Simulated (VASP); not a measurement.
# BeSe (alt) (F-43m) in VASP: further runs

The runs below take BeSe (alt) through single point, relaxation of cell and atoms, with PBE.

Everything below comes from runs of VASP 6.6.1. Logs are shortened: lines on timing, memory, paths and dates and some standing lists are left out, and cuts for length are marked.

## Step 1: The cell of the first run

Symmetry: F-43m, No. 216, cubic system. The conventional cell has a = 5.168 Å, b = 5.168 Å, c = 5.168 Å, α = 90.00°, β = 90.00°, γ = 90.00°. Be (site symmetry -43m) has 4 Se at 2.24 Å within 3.0 Å. Within 3.0 Å of Se (site symmetry -43m) lie 4 Be at 2.24 Å.

## Step 2: Single point, PBE

INCAR

```
ALGO = Normal ; EDIFF = 1E-6
ENCUT = 600 ; GGA = PE
GGA_COMPAT = F ; ISIF = 2
ISMEAR = 0 ; LASPH = T
LCHARG = F ; LREAL = F
LWAVE = F ; NBANDS = 11
NELM = 120 ; PREC = Accurate
SIGMA = 0.1
```

KPOINTS

```
k-points
0
Gamma
  6 6 6
```

POSCAR

```
BeSe
1.0
    0.0000000000      2.5839687400      2.5839687400
    2.5839687400      0.0000000000      2.5839687400
    2.5839687400      2.5839687400      0.0000000000
Be Se
1 1
Direct
    0.0000000000      0.0000000000      0.0000000000
    0.2500000000      0.2500000000      0.2500000000
```

Potentials or basis: VASP PAW PBE potentials, release 64 (Be, Se).

Command:

```console
cat potpaw_PBE.64/Be/POTCAR potpaw_PBE.64/Se/POTCAR > POTCAR
mpirun -np 1 vasp_std > vasp.out
```

OUTCAR:

```text
EDIFF = 1E-6
   ENCUT = 600
   GGA = PE
   ISIF = 2
   ISMEAR = 0
   LASPH = T
   LREAL = F
   NELM = 120
   PREC = Accurate

 ion  position               nearest neighbor table
   1  0.000  0.000  0.000-   2 2.24   2 2.24   2 2.24   2 2.24
   2  0.250  0.250  0.250-   1 2.24   1 2.24   1 2.24   1 2.24

  LATTYP: Found a face centered cubic cell.
 ALAT       =     5.1679374800

  Lattice vectors:

 A1 = (   0.0000000000,   2.5839687400,   2.5839687400)
 A2 = (   2.5839687400,   0.0000000000,   2.5839687400)
 A3 = (   2.5839687400,   2.5839687400,   0.0000000000)

Analysis of symmetry for initial positions (statically):
=====================================================================
 Subroutine PRICEL returns:
 Original cell was already a primitive cell.

 Routine SETGRP: Setting up the symmetry group for a
 face centered cubic supercell.

 Subroutine GETGRP returns: Found 24 space group operations
 (whereof 24 operations were pure point group operations)
 out of a pool of 48 trial point group operations.

The static configuration has the point symmetry T_d .

Analysis of symmetry for dynamics (positions and initial velocities):
=====================================================================
 Subroutine PRICEL returns:
 Original cell was already a primitive cell.

 Routine SETGRP: Setting up the symmetry group for a
 face centered cubic supercell.

 Subroutine GETGRP returns: Found 24 space group operations
 (whereof 24 operations were pure point group operations)
 out of a pool of 48 trial point group operations.

The dynamic configuration has the point symmetry T_d .

 Subroutine INISYM returns: Found 24 space group operations
 (whereof 24 operations are pure point group operations),
 and found     1 'primitive' translations

----------------------------------------------------------------------------------------

                                     Primitive cell

  volume of cell :      34.5058

  direct lattice vectors                    reciprocal lattice vectors
     0.000000000  2.583968740  2.583968740    -0.193500793  0.193500793  0.193500793
     2.583968740  0.000000000  2.583968740     0.193500793 -0.193500793  0.193500793
     2.583968740  2.583968740  0.000000000     0.193500793  0.193500793 -0.193500793

  length of vectors
     3.654283637  3.654283637  3.654283637     0.335153205  0.335153205  0.335153205

  position of ions in fractional coordinates (direct lattice)
     0.000000000  0.000000000  0.000000000
     0.250000000  0.250000000  0.250000000

  ion indices of the primitive-cell ions
   primitive index   ion index
                 1           1
                 2           2

----------------------------------------------------------------------------------------

 KPOINTS: k-points

Automatic generation of k-mesh.
 Grid dimensions read from file:
 generate k-points for:    6    6    6

 Generating k-lattice:

  Cartesian coordinates                     Fractional coordinates (reciprocal lattice)
    -0.032250132  0.032250132  0.032250132     0.166666667  0.000000000  0.000000000
     0.032250132 -0.032250132  0.032250132     0.000000000  0.166666667  0.000000000
     0.032250132  0.032250132 -0.032250132     0.000000000  0.000000000  0.166666667

  Length of vectors
     0.055858867  0.055858867  0.055858867

  Shift w.r.t. Gamma in fractional coordinates (k-lattice)
     0.000000000  0.000000000  0.000000000

 Subroutine IBZKPT returns following result:
 ===========================================

 Found     16 irreducible k-points:

 Following reciprocal coordinates:
            Coordinates               Weight
  0.000000  0.000000  0.000000      1.000000
  0.166667  0.000000  0.000000      8.000000
  0.333333  0.000000  0.000000      8.000000
  0.500000  0.000000  0.000000      4.000000
  0.166667  0.166667  0.000000      6.000000
  0.333333  0.166667  0.000000     24.000000
[... 8 lines left out ...]
 -0.333333  0.333333  0.166667     24.000000
 -0.333333  0.500000  0.166667     12.000000
   k-points           NKPTS =     16   k-points in BZ     NKDIM =     16   number of bands    NBANDS=     11
   number of dos      NEDOS =    301   number of ions     NIONS =      2
   total plane-waves  NPLWV =  27000
   dimension x,y,z NGX =    30 NGY =   30 NGZ =   30
   dimension x,y,z NGXF=    60 NGYF=   60 NGZF=   60
   ions per type =               1   1
   NGX,Y,Z   is equivalent  to a cutoff of  13.65, 13.65, 13.65 a.u.
   NGXF,Y,Z  is equivalent  to a cutoff of  27.30, 27.30, 27.30 a.u.
 SYSTEM =  unknown system
   PREC   = accura    normal or accurate (medium, high low for compatibility)
   ISTART =      0    job   : 0-new  1-cont  2-samecut
   ICHARG =      2    charge: 1-file 2-atom 10-const
   ISPIN  =      1    spin polarized calculation?
   LNONCOLLINEAR =      F non collinear calculations
   LSORBIT =      F    spin-orbit coupling
   LASPH  =      T    aspherical Exc in radial PAW
   ENCUT  =  600.0 eV  44.10 Ry    6.64 a.u.   7.30  7.30  7.30*2*pi/ulx,y,z
   NELM   =    120;   NELMIN=  2; NELMDL= -5     # of ELM steps
   EDIFF  = 0.1E-05   stopping-criterion for ELM
   LREAL  =      F    real-space projection
   EDIFFG = 0.1E-04   stopping-criterion for IOM
   NSW    =      0    number of steps for IOM
   IBRION =     -1    ionic relax: 0-MD 1-quasi-New 2-CG
   NFREE  =      0    steps in history (QN), initial steepest desc. (CG)
   ISIF   =      2    stress and relaxation
   ISYM   =      2    0-nonsym 1-usesym 2-fastsym
   POTIM  = 0.5000    time-step for ionic-motion
   TEBEG  =    0.0;   TEEND  =   0.0 temperature during run
   PSTRESS=    0.0 pullay stress
   NELECT =       8.0000    total number of electrons
   NUPDOWN=      -1.0000    fix difference up-down
   EMIN   =  10.00;   EMAX   =-10.00  energy-range for DOS
   EFERMI =   0.00;   METHOD = LEGACY
   ISMEAR =     0;   SIGMA  =   0.10  broadening in eV -4-tet -1-fermi 0-gaus
   EFERMI_NEDOS =   21; number of points for ismear=-14 and -15
   IALGO  =     38    algorithm
   IMIX   =      4    mixing-type and parameters
     AMIX     =   0.40;   BMIX     =  1.00
     AMIX_MAG =   1.60;   BMIX_MAG =  1.00
  volume/ion in A,a.u.               =      17.25       116.43
  Fermi-wavevector in a.u.,A,eV,Ry     =   1.005713  1.900523 13.761741  1.011459
  Thomas-Fermi vector in A             =   2.138410
   LORBIT       =      0    0 simple, 1 ext, 2 COOP (PROOUT), +10 PAW based schemes
   GGA     = PE    functional components
   LHFCALC =     F    Hartree Fock is set to
   AEXX    =    0.0000 exact exchange contribution
   IVDW    =     0    specifies the selected vdW correction
   LEPSILON=     F    determine dielectric tensor
   LRPA    =     F    only Hartree local field effects (RPA)
 non-spin polarized calculation
 Gauss-broadening in eV      SIGMA  =   0.10
  energy-cutoff  :      600.00
  volume of cell :       34.51
 maximum number of plane-waves:      1167
 NGX is ok and might be reduce to    30
   NGX = 15   NGY = 15   NGZ = 15

 number of electron       8.0000001 magnetization

 Free energy of the ion-electron system (eV)
  ---------------------------------------------------
  ext. energy  EPLUGINS =         0.00000000
  ---------------------------------------------------
  free energy    TOTEN  =        -8.85485089 eV

  energy without entropy =       -8.85485089  energy(sigma->0) =       -8.85485089

 E-fermi :   3.7332     XC(G=0):  -9.3732

 val. band max:        3.2302083797   @ k =   0.0000   0.0000   0.0000
 cond. band min:       5.8804398659   @ k =   0.5000   0.5000   0.0000
 fundamental gap:      2.6502314862
 Fermi energy:         3.7331551044

 k-point     1 :       0.0000    0.0000    0.0000
  band No.  band energies     occupation
      1     -10.4799      2.00000
      2       3.2302      2.00000
      3       3.2302      2.00000
      4       3.2302      2.00000
      5       7.4934      0.00000
      6       8.2398      0.00000
      7       8.2398      0.00000
      8       8.2398      0.00000
      9      15.1815      0.00000
     10      15.7031      0.00000
     11      15.7031      0.00000

 k-point     2 :       0.1667    0.0000    0.0000
  band No.  band energies     occupation
      1     -10.2174      2.00000
      2       1.2416      2.00000
      3       2.8937      2.00000
      4       2.8937      2.00000
      5       7.7369      0.00000
      6       8.7847      0.00000
      7       8.7847      0.00000
      8      10.0240      0.00000
      9      14.5253      0.00000
     10      14.5253      0.00000
     11      15.3895      0.00000

 k-point     3 :       0.3333    0.0000    0.0000
  band No.  band energies     occupation
      1      -9.5800      2.00000
      2      -1.2933      2.00000
      3       2.3814      2.00000
      4       2.3814      2.00000
      5       7.5885      0.00000
      6       9.2441      0.00000
      7       9.2441      0.00000
      8      12.6097      0.00000
      9      15.1420      0.00000
     10      15.1420      0.00000
     11      15.2755      0.00000

 k-point     4 :       0.5000    0.0000    0.0000
  band No.  band energies     occupation
      1      -9.1700      2.00000
      2      -2.3894      2.00000
      3       2.1740      2.00000
      4       2.1740      2.00000
      5       7.5125      0.00000
      6       9.1942      0.00000
      7       9.1942      0.00000
      8      13.1990      0.00000
      9      16.6520      0.00000
     10      17.4372      0.00000
     11      17.4372      0.00000

 k-point     5 :       0.1667    0.1667    0.0000
  band No.  band energies     occupation
      1     -10.1298      2.00000
      2       1.5201      2.00000
      3       2.2917      2.00000
      4       2.2917      2.00000
      5       7.5058      0.00000
      6       9.2526      0.00000
      7       9.7847      0.00000
      8       9.7847      0.00000
      9      12.7905      0.00000
     10      16.2753      0.00000
     11      16.3884      0.00000
[... 99 lines left out ...]
 k-point    13 :       0.5000    0.5000    0.0000
  band No.  band energies     occupation
      1      -8.7224      2.00000
      2      -1.7779      2.00000
      3       0.6227      2.00000
      4       0.6227      2.00000
      5       5.8804      0.00000
      6       7.4385      0.00000
      7      14.8252      0.00000
      8      14.8252      0.00000
      9      17.6903      0.00000
     10      17.8919      0.00000
     11      19.4808      0.00000

 k-point    14 :       0.5000    0.3333    0.1667
  band No.  band energies     occupation
      1      -9.1159      2.00000
      2      -1.1639      2.00000
      3       0.2558      2.00000
      4       1.3215      2.00000
      5       8.3178      0.00000
      6       9.6765      0.00000
      7       9.9439      0.00000
      8      12.6074      0.00000
      9      15.1783      0.00000
     10      16.1453      0.00000
     11      18.6492      0.00000

 k-point    15 :      -0.3333    0.3333    0.1667
  band No.  band energies     occupation
      1      -8.8217      2.00000
      2      -1.5591      2.00000
      3      -0.2067      2.00000
      4       0.8772      2.00000
      5       8.9243      0.00000
      6       9.2870      0.00000
      7      11.8787      0.00000
      8      12.2224      0.00000
      9      13.6753      0.00000
     10      17.7301      0.00000
     11      18.1873      0.00000

 k-point    16 :      -0.3333    0.5000    0.1667
  band No.  band energies     occupation
      1      -8.6973      2.00000
      2      -1.3920      2.00000
      3      -0.1308      2.00000
      4       0.1359      2.00000
      5       7.8327      0.00000
      6       9.1515      0.00000
      7      12.0801      0.00000
      8      12.7833      0.00000
      9      16.5522      0.00000
     10      16.7881      0.00000
     11      19.1390      0.00000

------------------------ aborting loop because EDIFF is reached ----------------------------------------

  FORCE on cell =-STRESS in cart. coord.  units (eV):
  Direction    XX          YY          ZZ          XY          YZ          ZX
  --------------------------------------------------------------------------------------
  -------------------------------------------------------------------------------------
  Total        0.1415614      0.1415614      0.1415614      0.0000000      0.0000000      0.0000000
  in kB        6.5730006      6.5730006      6.5730006      0.0000000      0.0000000      0.0000000
  external PRESSURE =       6.5730006 kB  Pullay stress =       0.0000000 kB

 VOLUME and BASIS-vectors are now :
 -----------------------------------------------------------------------------
  energy-cutoff  :      600.00
  volume of cell :       34.51
      direct lattice vectors                 reciprocal lattice vectors
     0.000000000  2.583968740  2.583968740    -0.193500793  0.193500793  0.193500793
     2.583968740  0.000000000  2.583968740     0.193500793 -0.193500793  0.193500793
     2.583968740  2.583968740  0.000000000     0.193500793  0.193500793 -0.193500793

 POSITION                                       TOTAL-FORCE (eV/Angst)
 -----------------------------------------------------------------------------------
      0.00000      0.00000      0.00000         0.000000      0.000000      0.000000
      1.29198      1.29198      1.29198        -0.000000     -0.000000     -0.000000
 -----------------------------------------------------------------------------------
    total drift:                                0.000000      0.000000      0.000000

  FREE ENERGIE OF THE ION-ELECTRON SYSTEM (eV)
  ---------------------------------------------------
  free  energy   TOTEN  =        -8.8548508880 eV

  energy  without entropy=       -8.8548508880  energy(sigma->0) =       -8.85485089
```

It took 12 s on 1 thread of Intel Xeon 6975P-C, shared host; peak memory 0.17 GiB.

Results:

```
Free energy            : -8.8549 eV
Pressure               : 0.7 GPa
Band gap on the k mesh : 2.65 eV, indirect (least direct gap 4.26 eV)
```

Levels at points of the mesh, in eV from the valence-band top:
| k point | band 1 | band 2 | band 3 | band 4 | band 5 | band 6 | band 7 | band 8 | band 9 |
| --- | --- | --- | --- | --- | --- | --- | --- | --- | --- |
| (0.00, 0.00, 0.00) | -13.71 | 0.00 | 0.00 | 0.00 | 4.26 | 5.01 | 5.01 | 5.01 | 11.95 |
| (0.50, 0.00, 0.00) | -12.40 | -5.62 | -1.06 | -1.06 | 4.28 | 5.96 | 5.96 | 9.97 | 13.42 |
| (0.50, 0.50, 0.00) | -11.95 | -5.01 | -2.61 | -2.61 | 2.65 | 4.21 | 11.60 | 11.60 | 14.46 |

## Step 3: Single point, PBE

This run uses another cell than the first one, of 17.35 Å³/atom, 1.006 times its volume.

INCAR

```
SYSTEM = BeSe
PREC     = Accurate       ! precision mode
ENCUT    = 600            ! plane-wave cutoff, eV
EDIFF    = 1E-6           ! SCF threshold, eV
ISMEAR   = 0              ! smearing method
SIGMA    = 0.02           ! smearing width, eV
LREAL    = .FALSE.        ! projectors in reciprocal space
LASPH    = .TRUE.         ! aspherical terms in the spheres
NELM     = 120            ! most SCF steps
ALGO     = Normal         ! electronic algorithm
ISIF     = 2              ! what is computed and relaxed
LWAVE    = .FALSE.        ! write WAVECAR
LCHARG   = .FALSE.        ! write CHGCAR
GGA      = PE             ! functional
NBANDS   = 11             ! bands
GGA_COMPAT= .FALSE.
```

KPOINTS

```
Automatic mesh
0
G
  8 8 8
  0 0 0
```

POSCAR

```
BeSe
1.0
    0.0000000000      2.5889059304      2.5889059304
    2.5889059304      0.0000000000      2.5889059304
    2.5889059304      2.5889059304      0.0000000000
Be Se
1 1
Direct
    0.0000000000      0.0000000000      0.0000000000
    0.2500000000      0.2500000000      0.2500000000
```

Potentials or basis: VASP PAW PBE potentials, release 64 (Be, Se).

Command:

```console
cat potpaw_PBE.64/Be/POTCAR potpaw_PBE.64/Se/POTCAR > POTCAR
mpirun -np 1 vasp_std > vasp.out
```

Wall time 15 s (1 thread of Intel Xeon 6975P-C, shared host); peak memory 0.17 GiB.

Results (log left out):

```
Free energy            : -8.8592 eV
Pressure               : 0.2 GPa
Band gap on the k mesh : 2.66 eV, indirect (least direct gap 4.22 eV)
```

Levels at points of the mesh, in eV from the valence-band top:
```csv
k point,band 1,band 2,band 3,band 4,band 5,band 6,band 7,band 8
"(0.00, 0.00, 0.00)",-13.67,0.00,0.00,0.00,4.22,5.01,5.01,5.01
"(0.50, 0.00, 0.00)",-12.38,-5.58,-1.05,-1.05,4.26,5.96,5.96,9.95
"(0.50, 0.50, 0.00)",-11.94,-4.98,-2.59,-2.59,2.66,4.21,11.55,11.55
```

A k mesh can miss the band edges.

(Continued in part 2 of 2.)
